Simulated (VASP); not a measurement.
# HfN (P6_3/mmc) in VASP: notebook

The runs below take HfN through single point, with PBE.

Program: VASP 6.6.1. These are calculated values, not measurements. Logs are shortened: lines on timing, memory, paths and dates and some standing lists are left out, and cuts for length are marked.

**1. The cell of the first run**

Symmetry: P6_3/mmc, No. 194, hexagonal system. The conventional cell has a = 3.134 Å, b = 3.134 Å, c = 5.417 Å, α = 90.00°, β = 90.00°, γ = 120.00°. Hf (site symmetry -6m2) has 6 N at 2.26 Å within 3.0 Å. Within 3.0 Å of N (site symmetry -3m) lie 6 Hf at 2.26 Å and 2 N at 2.71 Å.

**2. Single point, PBE**

INCAR reads:

```
SYSTEM = HfN
  ALGO = Normal
  EDIFF = 1E-6
  ENCUT = 600
  GGA = PE
  GGA_COMPAT = .False.
  ISIF = 2
  ISMEAR = 0
  LASPH = .True.
  LCHARG = .False.
  LREAL = .False.
  LWAVE = .False.
  NBANDS = 23
  NELM = 120
  PREC = Accurate
  SIGMA = 0.1
```

KPOINTS reads:

```
k-points
0
Gamma
  3 3 1
  0 0 0
```

POSCAR reads:

```
HfN
1.0
    3.1339080219      0.0000000000      0.0000000000
   -1.5669540110      2.7140439601      0.0000000000
    0.0000000000      0.0000000000      5.4167677200
Hf N
2 2
Direct
    0.6666666667      0.3333333333      0.7500000000
    0.3333333333      0.6666666667      0.2500000000
    0.0000000000      0.0000000000      0.0000000000
    0.0000000000      0.0000000000      0.5000000000
```

Potentials or basis: VASP PAW PBE potentials, release 64 (Hf_pv, N).

The run is started by

```console
$ cat potpaw_PBE.64/Hf_pv/POTCAR potpaw_PBE.64/N/POTCAR > POTCAR
$ mpirun -np 1 vasp_std > vasp.out
```

OUTCAR:

```text
SYSTEM = HfN
   EDIFF = 1E-6
   ENCUT = 600
   GGA = PE
   ISIF = 2
   ISMEAR = 0
   LASPH = .True.
   LREAL = .False.
   NELM = 120
   PREC = Accurate

 ion  position               nearest neighbor table
   1  0.667  0.333  0.750-   3 2.26   4 2.26   3 2.26   4 2.26   3 2.26   4 2.26   2 3.26   2 3.26
                             2 3.26   2 3.26   2 3.26   2 3.26
   2  0.333  0.667  0.250-   3 2.26   4 2.26   3 2.26   4 2.26   3 2.26   4 2.26   1 3.26   1 3.26
                             1 3.26   1 3.26   1 3.26   1 3.26
   3  0.000  0.000  0.000-   1 2.26   2 2.26   1 2.26   2 2.26   1 2.26   2 2.26
   4  0.000  0.000  0.500-   1 2.26   2 2.26   1 2.26   2 2.26   1 2.26   2 2.26

  LATTYP: Found a hexagonal cell.
 ALAT       =     3.1339080219
 C/A-ratio  =     1.7284386402

  Lattice vectors:

 A1 = (   3.1339080219,   0.0000000000,   0.0000000000)
 A2 = (  -1.5669540110,   2.7140439601,   0.0000000000)
 A3 = (   0.0000000000,   0.0000000000,   5.4167677200)

Analysis of symmetry for initial positions (statically):
=====================================================================
 Subroutine PRICEL returns:
 Original cell was already a primitive cell.

 Routine SETGRP: Setting up the symmetry group for a
 hexagonal supercell.

 Subroutine GETGRP returns: Found 24 space group operations
 (whereof 12 operations were pure point group operations)
 out of a pool of 24 trial point group operations.

The static configuration has the point symmetry D_3d.
 The point group associated with its full space group is D_6h.

Analysis of symmetry for dynamics (positions and initial velocities):
=====================================================================
 Subroutine PRICEL returns:
 Original cell was already a primitive cell.

 Routine SETGRP: Setting up the symmetry group for a
 hexagonal supercell.

 Subroutine GETGRP returns: Found 24 space group operations
 (whereof 12 operations were pure point group operations)
 out of a pool of 24 trial point group operations.

The dynamic configuration has the point symmetry D_3d.
 The point group associated with its full space group is D_6h.

 Subroutine INISYM returns: Found 24 space group operations
 (whereof 12 operations are pure point group operations),
 and found     1 'primitive' translations

----------------------------------------------------------------------------------------

                                     Primitive cell

  volume of cell :      46.0727

  direct lattice vectors                    reciprocal lattice vectors
     3.133908022  0.000000000  0.000000000     0.319090411  0.184226935  0.000000000
    -1.566954011  2.714043960  0.000000000     0.000000000  0.368453870  0.000000000
     0.000000000  0.000000000  5.416767720     0.000000000  0.000000000  0.184611940

  length of vectors
     3.133908022  3.133908022  5.416767720     0.368453870  0.368453870  0.184611940

  position of ions in fractional coordinates (direct lattice)
     0.666666667  0.333333333  0.750000000
     0.333333333  0.666666667  0.250000000
     0.000000000  0.000000000  0.000000000
     0.000000000  0.000000000  0.500000000

  ion indices of the primitive-cell ions
   primitive index   ion index
                 1           1
                 2           2
                 3           3
                 4           4

----------------------------------------------------------------------------------------

 KPOINTS: k-points

Automatic generation of k-mesh.
 Grid dimensions read from file:
 generate k-points for:    3    3    1

 Generating k-lattice:

  Cartesian coordinates                     Fractional coordinates (reciprocal lattice)
     0.106363470  0.061408978  0.000000000     0.333333333  0.000000000  0.000000000
     0.000000000  0.122817957  0.000000000     0.000000000  0.333333333  0.000000000
     0.000000000  0.000000000  0.184611940     0.000000000  0.000000000  1.000000000

  Length of vectors
     0.122817957  0.122817957  0.184611940

  Shift w.r.t. Gamma in fractional coordinates (k-lattice)
     0.000000000  0.000000000  0.000000000

 Subroutine IBZKPT returns following result:
 ===========================================

 Found      3 irreducible k-points:

 Following reciprocal coordinates:
            Coordinates               Weight
  0.000000  0.000000  0.000000      1.000000
  0.333333  0.000000  0.000000      6.000000
  0.333333  0.333333  0.000000      2.000000
   k-points           NKPTS =      3   k-points in BZ     NKDIM =      3   number of bands    NBANDS=     23
   number of dos      NEDOS =    301   number of ions     NIONS =      4
   total plane-waves  NPLWV =  37632
   dimension x,y,z NGX =    28 NGY =   28 NGZ =   48
   dimension x,y,z NGXF=    56 NGYF=   56 NGZF=   96
   ions per type =               2   2
   NGX,Y,Z   is equivalent  to a cutoff of  14.85, 14.85, 14.73 a.u.
   NGXF,Y,Z  is equivalent  to a cutoff of  29.71, 29.71, 29.46 a.u.
 SYSTEM =  HfN
   PREC   = accura    normal or accurate (medium, high low for compatibility)
   ISTART =      0    job   : 0-new  1-cont  2-samecut
   ICHARG =      2    charge: 1-file 2-atom 10-const
   ISPIN  =      1    spin polarized calculation?
   LNONCOLLINEAR =      F non collinear calculations
   LSORBIT =      F    spin-orbit coupling
   LASPH  =      T    aspherical Exc in radial PAW
   ENCUT  =  600.0 eV  44.10 Ry    6.64 a.u.   6.26  6.26 10.82*2*pi/ulx,y,z
   NELM   =    120;   NELMIN=  2; NELMDL= -5     # of ELM steps
   EDIFF  = 0.1E-05   stopping-criterion for ELM
   LREAL  =      F    real-space projection
   EDIFFG = 0.1E-04   stopping-criterion for IOM
   NSW    =      0    number of steps for IOM
   IBRION =     -1    ionic relax: 0-MD 1-quasi-New 2-CG
   NFREE  =      0    steps in history (QN), initial steepest desc. (CG)
   ISIF   =      2    stress and relaxation
   ISYM   =      2    0-nonsym 1-usesym 2-fastsym
   POTIM  = 0.5000    time-step for ionic-motion
   TEBEG  =    0.0;   TEEND  =   0.0 temperature during run
   PSTRESS=    0.0 pullay stress
   NELECT =      30.0000    total number of electrons
   NUPDOWN=      -1.0000    fix difference up-down
   EMIN   =  10.00;   EMAX   =-10.00  energy-range for DOS
   EFERMI =   0.00;   METHOD = LEGACY
   ISMEAR =     0;   SIGMA  =   0.10  broadening in eV -4-tet -1-fermi 0-gaus
   EFERMI_NEDOS =   21; number of points for ismear=-14 and -15
   IALGO  =     38    algorithm
   IMIX   =      4    mixing-type and parameters
     AMIX     =   0.40;   BMIX     =  1.00
     AMIX_MAG =   1.60;   BMIX_MAG =  1.00
  volume/ion in A,a.u.               =      11.52        77.73
  Fermi-wavevector in a.u.,A,eV,Ry     =   1.418951  2.681429 27.394278  2.013423
  Thomas-Fermi vector in A             =   2.540023
   LORBIT       =      0    0 simple, 1 ext, 2 COOP (PROOUT), +10 PAW based schemes
   GGA     = PE    functional components
   LHFCALC =     F    Hartree Fock is set to
   AEXX    =    0.0000 exact exchange contribution
   IVDW    =     0    specifies the selected vdW correction
   LEPSILON=     F    determine dielectric tensor
   LRPA    =     F    only Hartree local field effects (RPA)
 non-spin polarized calculation
 Gauss-broadening in eV      SIGMA  =   0.10
  energy-cutoff  :      600.00
  volume of cell :       46.07
 maximum number of plane-waves:      1581
 NGX is ok and might be reduce to    28
   NGX = 13   NGY = 13   NGZ = 21

 number of electron      29.9999998 magnetization

 Free energy of the ion-electron system (eV)
  ---------------------------------------------------
  ext. energy  EPLUGINS =         0.00000000
  ---------------------------------------------------
  free energy    TOTEN  =       -42.87494584 eV

  energy without entropy =      -42.84987075  energy(sigma->0) =      -42.86240829

 E-fermi :   8.0473     XC(G=0): -12.7243

 val. band max:        8.0473354541   @ k =   0.3333   0.3333   0.0000
 cond. band min:       8.0473355374   @ k =   0.3333   0.3333   0.0000
 fundamental gap:      0.0000000833
 Fermi energy:         8.0473354957

 k-point     1 :       0.0000    0.0000    0.0000
  band No.  band energies     occupation
      1     -23.7754      2.00000
      2     -22.9231      2.00000
      3     -22.8888      2.00000
      4     -22.8888      2.00000
      5     -22.8282      2.00000
      6     -22.8282      2.00000
      7      -9.0194      2.00000
      8      -6.0526      2.00000
      9      -0.5806      2.00000
     10       3.3337      2.00000
     11       3.3337      2.00000
     12       4.5318      2.00000
     13       4.5318      2.00000
     14       6.4355      2.00000
     15       7.3379      2.00000
     16       8.6259      0.00000
     17       8.6259      0.00000
     18       9.0226      0.00000
     19       9.8111      0.00000
     20       9.8111      0.00000
     21      10.0317      0.00000
     22      13.6117      0.00000
     23      13.6117      0.00000

 k-point     2 :       0.3333    0.0000    0.0000
  band No.  band energies     occupation
      1     -23.5551      2.00000
      2     -23.4593      2.00000
      3     -23.3997      2.00000
      4     -23.0682      2.00000
      5     -22.9835      2.00000
      6     -22.9170      2.00000
      7      -7.5072      2.00000
      8      -6.7457      2.00000
      9       0.3078      2.00000
     10       1.8643      2.00000
     11       2.6562      2.00000
     12       2.9695      2.00000
     13       4.4796      2.00000
     14       5.4050      2.00000
     15       5.7595      2.00000
     16       9.7959      0.00000
     17      11.0254      0.00000
     18      11.3496      0.00000
     19      11.7034      0.00000
     20      12.1958      0.00000
     21      13.5234      0.00000
     22      13.6021      0.00000
     23      14.1930      0.00000

 k-point     3 :       0.3333    0.3333    0.0000
  band No.  band energies     occupation
      1     -23.6175      2.00000
      2     -23.3741      2.00000
      3     -23.3741      2.00000
      4     -23.3180      2.00000
      5     -23.1550      2.00000
      6     -23.1550      2.00000
      7      -7.0620      2.00000
      8      -6.7324      2.00000
      9       2.0371      2.00000
     10       2.0371      2.00000
     11       2.0558      2.00000
     12       2.2128      2.00000
     13       2.2128      2.00000
     14       4.8444      2.00000
     15       8.0473      1.00000
     16       8.0473      1.00000
     17      12.2018      0.00000
     18      12.2018      0.00000
     19      12.2516      0.00000
     20      12.7390      0.00000
     21      14.1554      0.00000
     22      14.1554      0.00000
     23      15.8723      0.00000

------------------------ aborting loop because EDIFF is reached ----------------------------------------

  FORCE on cell =-STRESS in cart. coord.  units (eV):
  Direction    XX          YY          ZZ          XY          YZ          ZX
  --------------------------------------------------------------------------------------
  -------------------------------------------------------------------------------------
  Total        0.1687037      0.1687037      4.2703671     -0.0000000     -0.0000000     -0.0000000
  in kB        5.8666713      5.8666713    148.5020530     -0.0000000     -0.0000000     -0.0000000
  external PRESSURE =      53.4117985 kB  Pullay stress =       0.0000000 kB

 VOLUME and BASIS-vectors are now :
 -----------------------------------------------------------------------------
  energy-cutoff  :      600.00
  volume of cell :       46.07
      direct lattice vectors                 reciprocal lattice vectors
     3.133908022  0.000000000  0.000000000     0.319090411  0.184226935  0.000000000
    -1.566954011  2.714043960  0.000000000     0.000000000  0.368453870  0.000000000
     0.000000000  0.000000000  5.416767720     0.000000000  0.000000000  0.184611940

 POSITION                                       TOTAL-FORCE (eV/Angst)
 -----------------------------------------------------------------------------------
      1.56695      0.90468      4.06258         0.000000     -0.000000      0.000000
     -0.00000      1.80936      1.35419         0.000000      0.000000      0.000000
      0.00000      0.00000      0.00000        -0.000000      0.000000      0.000000
      0.00000      0.00000      2.70838        -0.000000      0.000000      0.000000
 -----------------------------------------------------------------------------------
    total drift:                                0.000000     -0.000000      0.000000

  FREE ENERGIE OF THE ION-ELECTRON SYSTEM (eV)
  ---------------------------------------------------
  free  energy   TOTEN  =       -42.8749458396 eV

  energy  without entropy=      -42.8498707470  energy(sigma->0) =      -42.86240829
```

It took 9.8 s on 1 thread of Intel Xeon 6975P-C, shared host; peak memory 0.18 GiB.

Results:

```
Free energy            : -42.8749 eV
Pressure               : 5.3 GPa
Band gap on the k mesh : zero (filled and empty bands touch)
```

Caveat: the k points lie up to 1.16 Å⁻¹ apart; spin-orbit coupling is left out, which moves the levels of the heavy elements.

(Continued in part 2 of 2.)
